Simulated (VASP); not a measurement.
Runs of VASP 6.6.1 on WS. The cell holds a slab with vacuum, 4 atoms: a = 3.184 Å, b = 3.184 Å, c = 31.951 Å, α = 90.00°, β = 90.00°, γ = 120.00°. 

```tsv
level	potentials or basis	dipole correction	gap on the mesh (eV)	largest force (eV/Å)
PBE	VASP PAW PBE potentials, release 64 (W_sv, S)	no	0.21	0.50
PBEsol	VASP PAW PBE potentials, release 64 (W_sv, S)	no	0.19	0.86
LDA	VASP PAW LDA potentials, release 64 (W_sv, S)	no	(a)	1.12
PBE	VASP PAW PBE potentials, release 64 (W_sv, S)	yes	0.21	0.50
```

Alike in all rows: task single point; no spin polarisation; cell as given; k mesh 10 × 10 × 1; cutoff (eV) 520; smearing fermi-dirac 0.05 eV.

Problem. Fill in the values left out.

Solution. (a) 0.12.

Caveats: spin-orbit coupling is left out, which moves the levels of the heavy elements; the PAW data sets were made with another functional, which shifts forces and pressure a little (some runs).

A k mesh can miss the band edges, and the runs leave out spin-orbit coupling on W.
